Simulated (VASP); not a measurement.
# P (Cmce) in VASP: a series of runs

P is run at these levels: PBE+D3(BJ); tasks: single point.

All numbers are computed with VASP 6.6.1; they aren't measurements. Logs are shortened: lines on timing, memory, paths and dates and some standing lists are left out, and cuts for length are marked.

### 1 The cell of the first run

It takes space group Cmce (No. 64, orthorhombic). The conventional cell has a = 3.256 Å, b = 9.988 Å, c = 4.217 Å, α = 90.00°, β = 90.00°, γ = 90.00°. P (site symmetry m) has 3 P at 2.21 to 2.22 Å within 2.9 Å.

### 2 Single point, PBE+D3(BJ) (biaxial strain in the a-b plane: -2.0 %)

INCAR

```
SYSTEM = P
PREC = Accurate ; ENCUT = 520
EDIFF = 1E-7 ; ISMEAR = 0
SIGMA = 0.1 ; LREAL = .False.
LASPH = .True. ; NELM = 60
ALGO = Normal ; ISIF = 2
LWAVE = .False. ; LCHARG = .False.
GGA = PE ; IVDW = 12
NBANDS = 30
```

KPOINTS

```
Automatic mesh
0
Gamma
  10 4 8
  0 0 0
```

POSCAR

```
P
1.0
    3.2560737883      0.0000000000      0.0000000000
    0.0000000000      9.9876902897      0.0000000000
    0.0000000000      0.0000000000      4.2168645591
P
8
Direct
    0.0000000000      0.8936196575      0.9280971986
    0.5000000000      0.8936196575      0.5719028014
    0.5000000000      0.6063803425      0.0719028014
    0.0000000000      0.6063803425      0.4280971986
    0.5000000000      0.3936196575      0.9280971986
    0.0000000000      0.3936196575      0.5719028014
    0.0000000000      0.1063803425      0.0719028014
    0.5000000000      0.1063803425      0.4280971986
```

Potentials or basis: VASP PAW PBE potentials, release 64 (P).

On the command line:

```
$ cat potpaw_PBE.64/P/POTCAR > POTCAR
$ mpirun -np 1 vasp_std > vasp.out
```

OUTCAR:

```text
SYSTEM = P
   PREC = Accurate
   ENCUT = 520
   EDIFF = 1E-7
   ISMEAR = 0
   LREAL = .False.
   LASPH = .True.
   NELM = 60
   ISIF = 2
   GGA = PE
   IVDW = 12
 IVDW          = 12

 ion  position               nearest neighbor table
   1  0.000  0.894  0.928-   7 2.21   2 2.22   2 2.22
   2  0.500  0.894  0.572-   8 2.21   1 2.22   1 2.22
   3  0.500  0.606  0.072-   5 2.21   4 2.22   4 2.22
   4  0.000  0.606  0.428-   6 2.21   3 2.22   3 2.22
   5  0.500  0.394  0.928-   3 2.21   6 2.22   6 2.22
   6  0.000  0.394  0.572-   4 2.21   5 2.22   5 2.22
   7  0.000  0.106  0.072-   1 2.21   8 2.22   8 2.22
   8  0.500  0.106  0.428-   2 2.21   7 2.22   7 2.22

  LATTYP: Found a simple orthorhombic cell.
 ALAT       =     3.2560737883
 B/A-ratio  =     1.2950764735
 C/A-ratio  =     3.0674029334

  Lattice vectors:

 A1 = (  -3.2560737883,   0.0000000000,   0.0000000000)
 A2 = (   0.0000000000,   0.0000000000,   4.2168645591)
 A3 = (   0.0000000000,   9.9876902897,   0.0000000000)

Analysis of symmetry for initial positions (statically):
=====================================================================
 Subroutine PRICEL returns following result:

  LATTYP: Found a base centered orthorhombic cell.
 ALAT       =     3.2560737883
 B/A-ratio  =     3.0674029334
 C/A-ratio  =     1.2950764735

  Lattice vectors:

 A1 = (  -1.6280368942,   4.9938451448,   0.0000000000)
 A2 = (  -1.6280368942,  -4.9938451448,   0.0000000000)
 A3 = (   0.0000000000,   0.0000000000,   4.2168645591)

   2 primitive cells build up your supercell.

 Routine SETGRP: Setting up the symmetry group for a
 simple orthorhombic supercell.

 Subroutine GETGRP returns: Found  8 space group operations
 (whereof  4 operations were pure point group operations)
 out of a pool of  8 trial point group operations.

The static configuration has the point symmetry C_2h.
 The point group associated with its full space group is D_2h.

Analysis of symmetry for dynamics (positions and initial velocities):
=====================================================================
 Subroutine PRICEL returns following result:

  LATTYP: Found a base centered orthorhombic cell.
 ALAT       =     3.2560737883
 B/A-ratio  =     3.0674029334
 C/A-ratio  =     1.2950764735

  Lattice vectors:

 A1 = (  -1.6280368942,   4.9938451448,   0.0000000000)
 A2 = (  -1.6280368942,  -4.9938451448,   0.0000000000)
 A3 = (   0.0000000000,   0.0000000000,   4.2168645591)

[... 118 lines left out ...]
   IBRION =     -1    ionic relax: 0-MD 1-quasi-New 2-CG
   NFREE  =      0    steps in history (QN), initial steepest desc. (CG)
   ISIF   =      2    stress and relaxation
   ISYM   =      2    0-nonsym 1-usesym 2-fastsym
   POTIM  = 0.5000    time-step for ionic-motion
   TEBEG  =    0.0;   TEEND  =   0.0 temperature during run
   PSTRESS=    0.0 pullay stress
   NELECT =      40.0000    total number of electrons
   NUPDOWN=      -1.0000    fix difference up-down
   EMIN   =  10.00;   EMAX   =-10.00  energy-range for DOS
   EFERMI =   0.00;   METHOD = LEGACY
   ISMEAR =     0;   SIGMA  =   0.10  broadening in eV -4-tet -1-fermi 0-gaus
   EFERMI_NEDOS =   21; number of points for ismear=-14 and -15
   IALGO  =     38    algorithm
   IMIX   =      4    mixing-type and parameters
     AMIX     =   0.40;   BMIX     =  1.00
     AMIX_MAG =   1.60;   BMIX_MAG =  1.00
  volume/ion in A,a.u.               =      17.14       115.68
  Fermi-wavevector in a.u.,A,eV,Ry     =   1.085705  2.051685 16.037940  1.178755
  Thomas-Fermi vector in A             =   2.221825
   LORBIT       =      0    0 simple, 1 ext, 2 COOP (PROOUT), +10 PAW based schemes
   GGA     = PE    functional components
   LHFCALC =     F    Hartree Fock is set to
   AEXX    =    0.0000 exact exchange contribution
   IVDW    =    12    specifies the selected vdW correction
   LEPSILON=     F    determine dielectric tensor
   LRPA    =     F    only Hartree local field effects (RPA)
 non-spin polarized calculation
 Gauss-broadening in eV      SIGMA  =   0.10
  energy-cutoff  :      520.00
  volume of cell :      137.14
 maximum number of plane-waves:      3740
   NGX = 13   NGY = 37   NGZ = 15

 number of electron      39.9999996 magnetization

 Free energy of the ion-electron system (eV)
  ---------------------------------------------------
  ext. energy  EPLUGINS =         0.00000000
  ---------------------------------------------------
  free energy    TOTEN  =       -42.60237123 eV

  energy without entropy =      -42.59962478  energy(sigma->0) =      -42.60099801

 E-fermi :   7.7025     XC(G=0): -10.3899

 val. band max:        7.6825199420   @ k =   0.1000   0.0000   0.0000
 cond. band min:       7.7070141589   @ k =   0.4000   0.5000   0.0000
 fundamental gap:      0.0244942169
 Fermi energy:         7.7025060975

 k-point     1 :       0.0000    0.0000    0.0000
  band No.  band energies     occupation
      1      -8.5085      2.00000
      2      -8.1265      2.00000
      3      -5.9424      2.00000
      4      -4.9699      2.00000
      5      -1.7452      2.00000
      6      -1.5340      2.00000
[... 781 lines left out ...]
     29      10.8686      0.00000
     30      10.8686      0.00000

 [... further k-points ...]

------------------------ aborting loop because EDIFF is reached ----------------------------------------

 Edisp (eV)   -3.27475

 E8    (eV) :    -1.2386

  FORCE on cell =-STRESS in cart. coord.  units (eV):
  Direction    XX          YY          ZZ          XY          YZ          ZX
  --------------------------------------------------------------------------------------
  -------------------------------------------------------------------------------------
  Total       2.86160     3.69242    -0.00537     0.00000     0.00000     0.00000
  in kB      33.43268    43.13922    -0.06276     0.00000     0.00000     0.00000
  external pressure =       25.50 kB  Pullay stress =        0.00 kB

 VOLUME and BASIS-vectors are now :
 -----------------------------------------------------------------------------
  energy-cutoff  :      520.00
  volume of cell :      137.14
      direct lattice vectors                 reciprocal lattice vectors
     3.256073788  0.000000000  0.000000000     0.307118347  0.000000000  0.000000000
     0.000000000  9.987690290  0.000000000     0.000000000  0.100123249  0.000000000
     0.000000000  0.000000000  4.216864559     0.000000000  0.000000000  0.237143021

 POSITION                                       TOTAL-FORCE (eV/Angst)
 -----------------------------------------------------------------------------------
      0.00000      8.92520      3.91366         0.000000     -0.300260     -0.171214
      1.62804      8.92520      2.41164         0.000000     -0.300260      0.171214
      1.62804      6.05634      0.30320         0.000000      0.300260      0.171214
      0.00000      6.05634      1.80523         0.000000      0.300260     -0.171214
      1.62804      3.93135      3.91366         0.000000     -0.300260     -0.171214
      0.00000      3.93135      2.41164         0.000000     -0.300260      0.171214
      0.00000      1.06249      0.30320         0.000000      0.300260      0.171214
      1.62804      1.06249      1.80523        -0.000000      0.300260     -0.171214
 -----------------------------------------------------------------------------------
    total drift:                               -0.000000      0.000000     -0.000000

  FREE ENERGIE OF THE ION-ELECTRON SYSTEM (eV)
  ---------------------------------------------------
  free  energy   TOTEN  =       -45.8771258394 eV

  energy  without entropy=      -45.8743793834  energy(sigma->0) =      -45.87575261
```

OSZICAR:

```text
N       E                     dE             d eps       ncg     rms          rms(c)
DAV:   1     0.136129388230E+03    0.13613E+03   -0.17060E+04  5400   0.116E+03
DAV:   2    -0.325913300882E+02   -0.16872E+03   -0.16193E+03  6806   0.183E+02
DAV:   3    -0.427549206931E+02   -0.10164E+02   -0.99773E+01  7018   0.438E+01
DAV:   4    -0.429256415071E+02   -0.17072E+00   -0.17006E+00  7024   0.650E+00
DAV:   5    -0.429285747158E+02   -0.29332E-02   -0.29319E-02  6994   0.825E-01    0.153E+01
DAV:   6    -0.426929179941E+02    0.23566E+00   -0.15395E-01  6536   0.171E+00    0.905E+00
DAV:   7    -0.426034272416E+02    0.89491E-01   -0.26436E-01  6738   0.225E+00    0.460E-01
DAV:   8    -0.426023042498E+02    0.11230E-02   -0.36257E-02  6340   0.866E-01    0.288E-01
DAV:   9    -0.426024116453E+02   -0.10740E-03   -0.11627E-03  6878   0.167E-01    0.158E-01
DAV:  10    -0.426023500584E+02    0.61587E-04   -0.57146E-04  6640   0.102E-01    0.889E-02
DAV:  11    -0.426023708829E+02   -0.20824E-04   -0.84060E-05  6566   0.480E-02    0.261E-02
DAV:  12    -0.426023709611E+02   -0.78142E-07   -0.16102E-06  7208   0.616E-03    0.233E-02
DAV:  13    -0.426023715355E+02   -0.57446E-06   -0.27954E-06  6180   0.859E-03    0.176E-02
DAV:  14    -0.426023711968E+02    0.33876E-06   -0.92568E-07  6186   0.407E-03    0.747E-03
DAV:  15    -0.426023712344E+02   -0.37671E-07   -0.86698E-08  3696   0.143E-03
   1 F= -.45877126E+02 E0= -.45875753E+02  d E =-.274646E-02
```

Run time: 3.9 min. Hardware: 1 thread of Intel Xeon Platinum 8259CL at 2.50GHz (Skylake/Cascade Lake), shared host; peak memory 0.4 GiB.

What came out:

* Free energy: -45.8771 eV
* Pressure: 2.6 GPa
* Largest force: 0.346 eV/Å
* Band gap on the k mesh: zero (bands 20 and 21 overlap by 0.37 eV)
* Dispersion energy per atom: -0.409 eV

Forces in eV/Å, atoms in the order of the input:
```
P    0.000 -0.300 -0.171
P    0.000 -0.300  0.171
P    0.000  0.300  0.171
P    0.000  0.300 -0.171
P    0.000 -0.300 -0.171
P    0.000 -0.300  0.171
P    0.000  0.300  0.171
P    0.000  0.300 -0.171
```

Caveat: the cell differs from its parent crystal (biaxial strain in the a-b plane: -2.0 %).

[end of part 1 of 2]

The gap in the log of VASP goes by the Fermi energy; the results here count the filled bands.